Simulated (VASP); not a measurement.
# Ge in VASP: a series of runs

The runs below take Ge through single point, relaxation of cell and atoms, with PBE.

Everything below comes from runs of VASP 6.6.1. Logs are shortened: lines on timing, memory, paths and dates and some standing lists are left out, and cuts for length are marked.

### Step 1. The cell of the first run

The structure is hexagonal, space group P6/mmm (No. 191). Conventional cell: a = 2.849 Å, b = 2.849 Å, c = 2.803 Å, α = 90.00°, β = 90.00°, γ = 120.00°. Within 3.7 Å of Ge (site symmetry 6/mmm) lie 8 Ge at 2.80 to 2.85 Å.

### Step 2. Single point, PBE

File INCAR:

```
PREC = Accurate
ENCUT = 520
EDIFF = 1E-6
ISMEAR = 0
SIGMA = 0.1
LREAL = F
LASPH = T
NELM = 80
ALGO = Normal
ISIF = 2
LWAVE = F
LCHARG = T
GGA = PE
LELF = T
LVHAR = T
NBANDS = 13
```

File KPOINTS:

```
regular mesh
0
Gamma
  6 6 6
```

File POSCAR:

```
Ge
1.0
    2.8485211587      0.0000000000      0.0000000000
   -1.4242605793      2.4668916866      0.0000000000
    0.0000000000      0.0000000000      2.8032410663
Ge
1
Direct
    0.0000000000      0.0000000000      0.0000000000
```

Potentials or basis: VASP PAW PBE potentials, release 64 (Ge_d).

On the command line:

```
> cat potpaw_PBE.64/Ge_d/POTCAR > POTCAR
> mpirun -np 1 vasp_std > vasp.out
```

OUTCAR:

```text
PREC = Accurate
   ENCUT = 520
   EDIFF = 1E-6
   ISMEAR = 0
   LREAL = F
   LASPH = T
   NELM = 80
   ISIF = 2
   GGA = PE

 ion  position               nearest neighbor table
   1  0.000  0.000  0.000-

  LATTYP: Found a hexagonal cell.
 ALAT       =     2.8485211587
 C/A-ratio  =     0.9841040000

  Lattice vectors:

 A1 = (   2.8485211587,   0.0000000000,   0.0000000000)
 A2 = (  -1.4242605793,   2.4668916866,   0.0000000000)
 A3 = (   0.0000000000,   0.0000000000,   2.8032410663)

Analysis of symmetry for initial positions (statically):
=====================================================================
 Subroutine PRICEL returns:
 Original cell was already a primitive cell.

 Routine SETGRP: Setting up the symmetry group for a
 hexagonal supercell.

 Subroutine GETGRP returns: Found 24 space group operations
 (whereof 24 operations were pure point group operations)
 out of a pool of 24 trial point group operations.

The static configuration has the point symmetry D_6h.

Analysis of symmetry for dynamics (positions and initial velocities):
=====================================================================
 Subroutine PRICEL returns:
 Original cell was already a primitive cell.

 Routine SETGRP: Setting up the symmetry group for a
 hexagonal supercell.

 Subroutine GETGRP returns: Found 24 space group operations
 (whereof 24 operations were pure point group operations)
 out of a pool of 24 trial point group operations.

The dynamic configuration has the point symmetry D_6h.

 Subroutine INISYM returns: Found 24 space group operations
 (whereof 24 operations are pure point group operations),
 and found     1 'primitive' translations

----------------------------------------------------------------------------------------

                                     Primitive cell

  volume of cell :      19.6984

  direct lattice vectors                    reciprocal lattice vectors
     2.848521159  0.000000000  0.000000000     0.351059355  0.202684213  0.000000000
    -1.424260579  2.466891687  0.000000000     0.000000000  0.405368426  0.000000000
     0.000000000  0.000000000  2.803241066     0.000000000  0.000000000  0.356729934

  length of vectors
     2.848521159  2.848521159  2.803241066     0.405368426  0.405368426  0.356729934

  position of ions in fractional coordinates (direct lattice)
     0.000000000  0.000000000  0.000000000

  ion indices of the primitive-cell ions
   primitive index   ion index
                 1           1

----------------------------------------------------------------------------------------

 KPOINTS: regular mesh

Automatic generation of k-mesh.
 Grid dimensions read from file:
 generate k-points for:    6    6    6

 Generating k-lattice:

  Cartesian coordinates                     Fractional coordinates (reciprocal lattice)
     0.058509892  0.033780702  0.000000000     0.166666667  0.000000000  0.000000000
     0.000000000  0.067561404  0.000000000     0.000000000  0.166666667  0.000000000
     0.000000000  0.000000000  0.059454989     0.000000000  0.000000000  0.166666667

  Length of vectors
     0.067561404  0.067561404  0.059454989

  Shift w.r.t. Gamma in fractional coordinates (k-lattice)
     0.000000000  0.000000000  0.000000000

 Subroutine IBZKPT returns following result:
 ===========================================

 Found     28 irreducible k-points:

 Following reciprocal coordinates:
            Coordinates               Weight
  0.000000  0.000000  0.000000      1.000000
  0.166667  0.000000  0.000000      6.000000
  0.333333  0.000000  0.000000      6.000000
  0.500000 -0.000000  0.000000      3.000000
  0.166667  0.166667  0.000000      6.000000
  0.333333  0.166667  0.000000     12.000000
[... 16 lines left out ...]
  0.166667  0.000000  0.500000      6.000000
  0.333333  0.000000  0.500000      6.000000
 [... further k-points ...]
   k-points           NKPTS =     28   k-points in BZ     NKDIM =     28   number of bands    NBANDS=     13
   number of dos      NEDOS =    301   number of ions     NIONS =      1
   total plane-waves  NPLWV =  13824
   dimension x,y,z NGX =    24 NGY =   24 NGZ =   24
   dimension x,y,z NGXF=    48 NGYF=   48 NGZF=   48
   ions per type =               1
   NGX,Y,Z   is equivalent  to a cutoff of  14.01, 14.01, 14.23 a.u.
   NGXF,Y,Z  is equivalent  to a cutoff of  28.01, 28.01, 28.47 a.u.
 SYSTEM =  unknown system
   PREC   = accura    normal or accurate (medium, high low for compatibility)
   ISTART =      0    job   : 0-new  1-cont  2-samecut
   ICHARG =      2    charge: 1-file 2-atom 10-const
   ISPIN  =      1    spin polarized calculation?
   LNONCOLLINEAR =      F non collinear calculations
   LSORBIT =      F    spin-orbit coupling
   LASPH  =      T    aspherical Exc in radial PAW
   ENCUT  =  520.0 eV  38.22 Ry    6.18 a.u.   5.30  5.30  5.21*2*pi/ulx,y,z
   NELM   =     80;   NELMIN=  2; NELMDL= -5     # of ELM steps
   EDIFF  = 0.1E-05   stopping-criterion for ELM
   LREAL  =      F    real-space projection
   EDIFFG = 0.1E-04   stopping-criterion for IOM
   NSW    =      0    number of steps for IOM
   IBRION =     -1    ionic relax: 0-MD 1-quasi-New 2-CG
   NFREE  =      0    steps in history (QN), initial steepest desc. (CG)
   ISIF   =      2    stress and relaxation
   ISYM   =      2    0-nonsym 1-usesym 2-fastsym
   POTIM  = 0.5000    time-step for ionic-motion
   TEBEG  =    0.0;   TEEND  =   0.0 temperature during run
   PSTRESS=    0.0 pullay stress
   NELECT =      14.0000    total number of electrons
   NUPDOWN=      -1.0000    fix difference up-down
   EMIN   =  10.00;   EMAX   =-10.00  energy-range for DOS
   EFERMI =   0.00;   METHOD = LEGACY
   ISMEAR =     0;   SIGMA  =   0.10  broadening in eV -4-tet -1-fermi 0-gaus
   EFERMI_NEDOS =   21; number of points for ismear=-14 and -15
   IALGO  =     38    algorithm
   IMIX   =      4    mixing-type and parameters
     AMIX     =   0.40;   BMIX     =  1.00
     AMIX_MAG =   1.60;   BMIX_MAG =  1.00
  volume/ion in A,a.u.               =      19.70       132.93
  Fermi-wavevector in a.u.,A,eV,Ry     =   1.460968  2.760830 29.040669  2.134429
  Thomas-Fermi vector in A             =   2.577355
   LORBIT       =      0    0 simple, 1 ext, 2 COOP (PROOUT), +10 PAW based schemes
   GGA     = PE    functional components
   LHFCALC =     F    Hartree Fock is set to
   AEXX    =    0.0000 exact exchange contribution
   IVDW    =     0    specifies the selected vdW correction
   LEPSILON=     F    determine dielectric tensor
   LRPA    =     F    only Hartree local field effects (RPA)
 non-spin polarized calculation
 Gauss-broadening in eV      SIGMA  =   0.10
  energy-cutoff  :      520.00
  volume of cell :       19.70
 maximum number of plane-waves:       547
 NGX is ok and might be reduce to    24
   NGX = 11   NGY = 11   NGZ = 11

 number of electron      14.0000004 magnetization

 Free energy of the ion-electron system (eV)
  ---------------------------------------------------
  ext. energy  EPLUGINS =         0.00000000
  ---------------------------------------------------
  free energy    TOTEN  =        -4.31403575 eV

  energy without entropy =       -4.31207237  energy(sigma->0) =       -4.31305406

 E-fermi :   6.7209     XC(G=0): -11.0108

 val. band max:        6.6525400190   @ k =   0.3333   0.0000   0.3333
 cond. band min:       7.0284925139   @ k =   0.3333   0.1667   0.0000
 fundamental gap:      0.3759524949
 Fermi energy:         6.7209447062

 k-point     1 :       0.0000    0.0000    0.0000
  band No.  band energies     occupation
      1     -18.5401      2.00000
      2     -18.4551      2.00000
      3     -18.4551      2.00000
      4     -18.3422      2.00000
      5     -18.3422      2.00000
      6      -6.6682      2.00000
      7      11.4680      0.00000
      8      14.9420      0.00000
      9      14.9421      0.00000
     10      15.3142      0.00000
     11      20.7363      0.00000
     12      20.7363      0.00000
     13      21.1889      0.00000

 k-point     2 :       0.1667    0.0000    0.0000
  band No.  band energies     occupation
      1     -18.5244      2.00000
      2     -18.4589      2.00000
      3     -18.4225      2.00000
      4     -18.3568      2.00000
      5     -18.3456      2.00000
      6      -5.9942      2.00000
      7      10.3389      0.00000
      8      12.1176      0.00000
      9      13.2873      0.00000
     10      16.0178      0.00000
     11      17.6719      0.00000
     12      23.6709      0.00000
     13      24.4009      0.00000

 k-point     3 :       0.3333    0.0000    0.0000
  band No.  band energies     occupation
      1     -18.5201      2.00000
      2     -18.4415      2.00000
      3     -18.3856      2.00000
      4     -18.3566      2.00000
      5     -18.3525      2.00000
      6      -3.9945      2.00000
      7       4.6060      2.00000
      8      11.3957      0.00000
      9      13.8823      0.00000
     10      15.2524      0.00000
     11      18.3597      0.00000
     12      24.2950      0.00000
     13      25.4772      0.00000
[... 305 lines left out ...]
 k-point    23 :       0.1667    0.0000    0.5000
  band No.  band energies     occupation
      1     -18.4575      2.00000
      2     -18.4167      2.00000
      3     -18.4078      2.00000
      4     -18.3916      2.00000
      5     -18.3728      2.00000
      6      -2.8078      2.00000
      7       1.1542      2.00000
      8      13.2431      0.00000
      9      15.7017      0.00000
     10      18.0681      0.00000
     11      20.6473      0.00000
     12      22.8355      0.00000
     13      23.3291      0.00000

 k-point    24 :       0.3333    0.0000    0.5000
  band No.  band energies     occupation
      1     -18.4815      2.00000
      2     -18.4484      2.00000
      3     -18.4007      2.00000
      4     -18.3525      2.00000
      5     -18.3166      2.00000
      6      -0.8002      2.00000
      7       2.9891      2.00000
      8       7.5288      0.00000
      9      12.5910      0.00000
     10      13.8099      0.00000
     11      18.9251      0.00000
     12      20.9854      0.00000
     13      21.0534      0.00000

 [... further k-points ...]
[... 5 lines left out ...]
  --------------------------------------------------------------------------------------
  -------------------------------------------------------------------------------------
  Total       -0.0217828     -0.0217828     -0.0010915     -0.0000000     -0.0000000      0.0000000
  in kB       -1.7717198     -1.7717198     -0.0887812     -0.0000000     -0.0000000      0.0000000
  external PRESSURE =      -1.2107403 kB  Pullay stress =       0.0000000 kB

 VOLUME and BASIS-vectors are now :
 -----------------------------------------------------------------------------
  energy-cutoff  :      520.00
  volume of cell :       19.70
      direct lattice vectors                 reciprocal lattice vectors
     2.848521159  0.000000000  0.000000000     0.351059355  0.202684213  0.000000000
    -1.424260579  2.466891687  0.000000000     0.000000000  0.405368426  0.000000000
     0.000000000  0.000000000  2.803241066     0.000000000  0.000000000  0.356729934

 POSITION                                       TOTAL-FORCE (eV/Angst)
 -----------------------------------------------------------------------------------
      0.00000      0.00000      0.00000         0.000000      0.000000      0.000000
 -----------------------------------------------------------------------------------
    total drift:                                0.000000     -0.000000      0.000000

  FREE ENERGIE OF THE ION-ELECTRON SYSTEM (eV)
  ---------------------------------------------------
  free  energy   TOTEN  =        -4.3140357546 eV

  energy  without entropy=       -4.3120723745  energy(sigma->0) =       -4.31305406
```

Wall time 5.4 s (1 thread of Intel Xeon Platinum 8488C (Sapphire Rapids), shared host); peak memory 0.13 GiB.

Results:

| Property | Result |
| --- | --- |
| Free energy | -4.3140 eV |
| Pressure | -0.1 GPa |
| Band gap on the k mesh | zero (band 7 reaches 11.47 eV, above the bottom of band 8 at 3.02 eV) |

Stress tensor (GPa, compression positive):
```
-0.18  0.00  0.00
 0.00 -0.18  0.00
 0.00  0.00 -0.01
```

Caveat: the k points lie up to 0.42 Å⁻¹ apart.

### Step 3. Single point, PBE

This run uses another cell than the first one, of 19.82 Å³/atom, 1.006 times its volume.

File INCAR:

```
PREC = Accurate ; ENCUT = 520
EDIFF = 1E-6 ; ISMEAR = 0
SIGMA = 0.1 ; LREAL = F
LASPH = T ; NELM = 100
ALGO = Normal ; ISIF = 2
LWAVE = F ; LCHARG = F
GGA = PE ; NBANDS = 13
```

File KPOINTS:

```
Automatic mesh
0
Gamma
  8 8 4
```

File POSCAR:

```
Ge
1.0
    1.5053544299     -2.6061830773      0.0000000000
    1.5053544299      2.6061830773      0.0000000000
    0.0000000000      0.0000000000      2.5257716425
Ge
1
Direct
    0.5000000000      0.5000000000      0.0000000000
```

Potentials or basis: VASP PAW PBE potentials, release 64 (Ge_d).

On the command line:

```
> cat potpaw_PBE.64/Ge_d/POTCAR > POTCAR
> mpirun -np 1 vasp_std > vasp.out
```

Run time: 6.8 s. Hardware: 1 thread of Intel Xeon Platinum 8488C (Sapphire Rapids), shared host; peak memory 0.14 GiB.

The run converged. Its results:

```yaml
Free_energy: -4.3360 eV
Pressure: -0.1 GPa
Band_gap_on_the_k_mesh: zero (band 7 reaches 12.36 eV, above the bottom of band 8 at 3.96 eV)
```

Stress tensor (GPa, compression positive):
```
-0.06  0.00  0.00
 0.00  0.00  0.00
 0.00  0.00 -0.23
```

Levels at points of the mesh, in eV from the Fermi level:
| k point | band 3 | band 4 | band 5 | band 6 | band 7 | band 8 | band 9 | band 10 | band 11 | band 12 |
| --- | --- | --- | --- | --- | --- | --- | --- | --- | --- | --- |
| (0.00, 0.00, 0.00) | -24.86 | -24.74 | -24.74 | -13.02 | 6.06 | 6.06 | 9.24 | 10.36 | 12.42 | 12.43 |
| (0.50, 0.00, 0.00) | -24.78 | -24.77 | -24.75 | -9.05 | -5.54 | 2.71 | 6.79 | 12.28 | 17.90 | 18.60 |
| (0.50, 0.50, 0.00) | -24.78 | -24.77 | -24.75 | -9.04 | -5.54 | 2.70 | 6.78 | 12.28 | 17.90 | 18.60 |
| (0.00, 0.00, 0.50) | -24.84 | -24.84 | -24.72 | -8.04 | -5.84 | 9.85 | 9.86 | 14.53 | 16.42 | 16.43 |
| (0.50, 0.00, 0.50) | -24.86 | -24.77 | -24.65 | -3.64 | -2.73 | -1.48 | 3.49 | 6.56 | 11.99 | 12.57 |
| (0.50, 0.50, 0.50) | -24.86 | -24.77 | -24.65 | -3.63 | -2.73 | -1.48 | 3.49 | 6.55 | 11.98 | 12.56 |

Caveat: the k points lie up to 0.62 Å⁻¹ apart.

(Part 1 of 2 ends here.)
